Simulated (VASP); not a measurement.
A run of VASP 6.6.1 is set up as follows.

INCAR

```
SYSTEM = Si
ALGO = Normal ; EDIFF = 1E-6
EDIFFG = -0.02 ; ENCUT = 520
GGA = PS ; IBRION = 2
ISIF = 2 ; ISMEAR = 0
LASPH = .True. ; LCHARG = .False.
LREAL = Auto ; LWAVE = .False.
NELM = 60 ; NSW = 80
PREC = Accurate ; SIGMA = 0.02
```

KPOINTS

```
k-points
0
Gamma
  3 3 3
  0 0 0
```

POSCAR

```
Si
1.0
    0.0000000000      5.4338342766     -5.4338342766
    5.4338342766      5.4338342766      0.0000000000
    5.4338342766      0.0000000000     -5.4338342766
Si
15
Direct
    0.2500000000     -0.2500000000      0.2500000000
    0.1250000000      0.6250000000      0.1250000000
    0.6250000000      0.1250000000      0.1250000000
    0.6250000000      0.6250000000      0.1250000000
    0.1250000000      0.1250000000      0.6250000000
    0.1250000000      0.6250000000      0.6250000000
    0.6250000000      0.1250000000      0.6250000000
    0.6250000000      0.6250000000      0.6250000000
    0.2500000000      0.2500000000      0.2500000000
    0.7500000000      0.7500000000      0.2500000000
    0.7500000000      0.2500000000      0.2500000000
    0.2500000000      0.7500000000      0.7500000000
    0.2500000000      0.2500000000      0.7500000000
    0.7500000000      0.7500000000      0.7500000000
    0.7500000000      0.2500000000      0.7500000000
```

Potentials or basis: VASP PAW PBE potentials, release 64 (Si).

Run with:

```bash
$ cat potpaw_PBE.64/Si/POTCAR > POTCAR
$ mpirun -np 1 vasp_std > vasp.out
```

Task: Predict the energy gained by relaxing.

Result: 1.0 meV/atom.

Task: What does it give for the band gap on the k mesh?

Result: Zero (band 30 reaches 5.94 eV, above the bottom of band 31 at 5.23 eV).

The path:
```csv
step,energy change (eV),largest force (eV/Å),pressure (GPa)
1,0.0000,0.1911,-1.54
2,-0.0066,0.1420,-1.64
3,-0.0115,0.1227,-1.89
4,-0.0119,0.0977,-1.84
5,-0.0150,0.0327,-1.93
6,-0.0153,0.0098,-1.99
```

Caveat: the PAW data sets were made with another functional, which shifts forces and pressure a little.
